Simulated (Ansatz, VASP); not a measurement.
Ta3H: VASP beside Ansatz

The input INCAR:

```
ALGO = Normal
DIPOL = 0.5 0.5 0.326
EDIFF = 1E-7
ENCUT = 520
GGA = CA
IDIPOL = 3
ISIF = 2
ISMEAR = 0
LASPH = T
LCHARG = F
LDIPOL = T
LREAL = F
LWAVE = F
NBANDS = 44
NELM = 80
PREC = Accurate
SIGMA = 0.1
```

KPOINTS

```
k-points
0
Gamma
  6 6 1
```

POSCAR

```
Ta3H
1.0
    4.6002247492      0.0000000000      0.0000000000
   -2.3001123746      3.9839114959      0.0000000000
    0.0000000000      0.0000000000     22.4017722044
Ta H
6 2
Direct
    0.6666666667      0.3333333333      0.1785573018
    0.3333333333      0.6666666667      0.2204743848
    0.0000000000      0.0000000000      0.2623914678
    0.6666666667      0.3333333333      0.3016814391
    0.3333333333      0.6666666667      0.3385386112
    0.0000000000      0.0000000000      0.3750494438
    0.2049700398      0.6666666667      0.4665600609
    0.4616966269      0.6666666667      0.4665600609
```

Input for Ansatz:

```yaml
crystal:
  lattice:
    - [4.6002247492, 0.0, 0.0]
    - [-2.3001123746, 3.9839114959, 0.0]
    - [0.0, 0.0, 22.4017722044]
  atoms:
    - { symbol: Ta, position: [0.6666666667, 0.3333333333, 0.1785573018] }
    - { symbol: Ta, position: [0.3333333333, 0.6666666667, 0.2204743848] }
    - { symbol: Ta, position: [0.0, 0.0, 0.2623914678] }
    - { symbol: Ta, position: [0.6666666667, 0.3333333333, 0.3016814391] }
    - { symbol: Ta, position: [0.3333333333, 0.6666666667, 0.3385386112] }
    - { symbol: Ta, position: [0.0, 0.0, 0.3750494438] }
    - { symbol: H, position: [0.2049700398, 0.6666666667, 0.4665600609] }
    - { symbol: H, position: [0.4616966269, 0.6666666667, 0.4665600609] }
basis:
  ecutwfc: 420
kpoints:
  mp_grid: { grid: [6, 6, 1] }
hamiltonian:
  xc: lda
  pseudopotentials: { kind: paw, azcp: { folder: soft_1 } }
scf:
  occupations: { method: gaussian, width: 0.1 }
output:
  forces: true
  eigenvalues: true
efield:
  axis: 3
  dipole_correction: true
  ramp_width: 0.04
```

Alike in both runs: task single point; functional LDA; k mesh 6 × 6 × 1; occupations gaussian, width 0.1 eV; no spin polarisation.

```csv
,VASP,Ansatz
version,VASP 6.6.1,Ansatz 0.2.0
potentials or method,"VASP PAW LDA potentials, release 64 (Ta_pv, H), cutoff 520 eV","scalar-relativistic, plane waves, PAW"
valence electrons in the cell,68,80
```

VASP gave:

```
gap on the k mesh at the Fermi level (eV) : none
rms of the force components (eV/Å)        : 1.075
```

**Question.** Estimate Ansatz's values.

**Answer.** gap on the k mesh at the Fermi level (eV): none; rms of the force components (eV/Å): 1.073.

Ansatz warns that its potentials were made for another functional, while VASP's fit it. LDA's correlation is that of Perdew and Zunger in VASP and of Perdew and Wang (1992) in Ansatz. Atom by atom the forces differ by 0.025 eV/Å (rms over components). A gap of «none» marks a metal or a gap that the smearing closes. VASP's potentials hold 68 valence electrons a cell and Ansatz's 80, so a difference there can come from the potentials and not from the codes. Ansatz's warnings: vacuum below fermi.

Neither program's run includes spin-orbit coupling.
